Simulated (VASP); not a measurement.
A run of VASP 6.6.1:

Contents of INCAR:

```
SYSTEM = Ca2P
  ALGO = Normal
  EDIFF = 1E-6
  ENCUT = 520
  GGA = PE
  ISIF = 2
  ISMEAR = 0
  LASPH = .TRUE.
  LCHARG = .FALSE.
  LREAL = .FALSE.
  LWAVE = .FALSE.
  NBANDS = 34
  NELM = 100
  PREC = Accurate
  SIGMA = 0.02
```

KPOINTS

```
k-points
0
G
  6 6 10
  0 0 0
```

POSCAR

```
Ca2P
1.0
    7.1317825966      0.0000000000      0.0000000000
   -3.5658912983      6.1763049029      0.0000000000
    0.0000000000      0.0000000000      4.0378919000
Ca P
4 2
Direct
    0.5000000000      0.5000000000      0.0000000000
    0.0000000000      0.5000000000      0.0000000000
    0.5000000000      0.0000000000      0.0000000000
    0.0000000000      0.0000000000      0.5000000000
    0.3333333333      0.6666666667      0.5000000000
    0.6666666667      0.3333333333      0.5000000000
```

Potentials or basis: VASP PAW PBE potentials, release 64 (Ca_sv, P).

Run with:

```console
$ cat potpaw_PBE.64/Ca_sv/POTCAR potpaw_PBE.64/P/POTCAR > POTCAR
$ mpirun -np 1 vasp_std > vasp.out
```

Hardware: 1 thread of Intel(R) Xeon(R) Platinum 8559C (Emerald Rapids), with other jobs on the host.

Question: How long does it take, and how much memory?

Answer: Wall time 3.4 min on 1 thread of Intel(R) Xeon(R) Platinum 8559C (Emerald Rapids) (shared host), peak memory 0.4 GiB. Counts: scf iterations 16, k points 42.
